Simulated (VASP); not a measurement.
Set up this calculation in VASP 6.6.1, as the native input.

```
Task                   : relaxation of cell and atoms
Functional             : PBE
Potentials or basis    : VASP PAW PBE potentials, release 64 (Ag)
Cutoff                 : 600 eV
k mesh                 : 12 × 12 × 12
Occupations            : methfessel-paxton, width 0.05 eV
Spin                   : no spin polarisation
Dipole correction      : no
Further INCAR settings : ALGO = Normal; EDIFF = 1e-07; IBRION = 2; EDIFFG = -0.01; NSW = 80; ISIF = 3
```

The structure of Ag lies in POSCAR:

```
Ag
1.0
    2.8888850000      0.0000000000      0.0000000000
    1.4444425000      2.5018477986      0.0000000000
    1.4444425000      0.8339492662      2.3587647252
Ag
1
Direct
    0.0000000000      0.0000000000      0.0000000000
```

One way to write it, as run:

INCAR

```
SYSTEM = Ag
  ALGO = Normal
  EDIFF = 1E-7
  EDIFFG = -0.01
  ENCUT = 600
  GGA = PE
  IBRION = 2
  ISIF = 3
  ISMEAR = 1
  LASPH = .True.
  LCHARG = .False.
  LREAL = .False.
  LWAVE = .False.
  NELM = 60
  NSW = 80
  PREC = Accurate
  SIGMA = 0.05
```

KPOINTS

```
k-points
0
Gamma
  12 12 12
  0 0 0
```

Potentials or basis: VASP PAW PBE potentials, release 64 (Ag).

The run is started by

```bash
$ cat potpaw_PBE.64/Ag/POTCAR > POTCAR
$ mpirun -np 1 vasp_std > vasp.out
```

It gave:

```json
{
 "Relaxed volume": "17.86 Å³/atom",
 "Relaxed cell": "a = 2.934 Å, b = 2.934 Å, c = 2.934 Å, α = 60.00°, β = 60.00°, γ = 60.00°",
 "Space group after relaxing (to 0.1 Å)": "Fm-3m (No. 225)",
 "Energy gained by relaxing": "11.2 meV/atom",
 "Ionic steps": "3",
 "Pressure after relaxing": "0.0 GPa",
 "Band gap on the k mesh": "zero (an odd number of electrons rules out a gap without spin polarisation)"
}
```

Run time: 39 s on 1 thread of AMD EPYC 7R13, with other jobs on the host, peak memory 0.13 GiB.
